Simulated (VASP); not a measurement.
Input of a VASP 6.6.1 run:

INCAR

```
ALGO     = Normal         # electronic algorithm
EDIFF    = 1E-7           # SCF threshold, eV
ENCUT    = 520            # plane-wave cutoff, eV
GGA      = PE             # functional
ISIF     = 2              # what is computed and relaxed
ISMEAR   = 0              # smearing method
LASPH    = T              # aspherical terms in the spheres
LCHARG   = T              # write CHGCAR
LELF     = T              # ELF
LREAL    = F              # projectors in reciprocal space
LVHAR    = T            
LWAVE    = F              # write WAVECAR
NBANDS   = 15             # bands
NELM     = 80             # most SCF steps
PREC     = Accurate       # precision mode
SIGMA    = 0.1            # smearing width, eV
```

File KPOINTS:

```
k-points
0
Gamma
  6 6 4
```

The input POSCAR:

```
TeP2
1.0
    3.9926219877      0.0000000034      0.0000000000
   -1.9963109968      3.4577120673      0.0000000000
    0.0000000000      0.0000000000      5.4985268761
Te P
1 2
Direct
    0.0000000000      0.0000000000      0.0000000000
    0.6666666667      0.3333333333      0.6876701444
    0.6666666667      0.3333333333      0.3123298556
```

Potentials or basis: VASP PAW PBE potentials, release 64 (Te, P).

The run is started by

```console
$ cat potpaw_PBE.64/Te/POTCAR potpaw_PBE.64/P/POTCAR > POTCAR
$ mpirun -np 1 vasp_std > vasp.out
```

Q: Estimate the pressure.

A: -0.1 GPa.

Q: Predict the band gap on the k mesh.

A: Zero (band 8 reaches 5.95 eV, above the bottom of band 9 at 5.12 eV).

Stress tensor (GPa, compression positive):
```
-0.05  0.00  0.00
 0.00 -0.05  0.00
 0.00  0.00 -0.34
```

Caveat: spin-orbit coupling is left out, which moves the levels of the heavy elements.
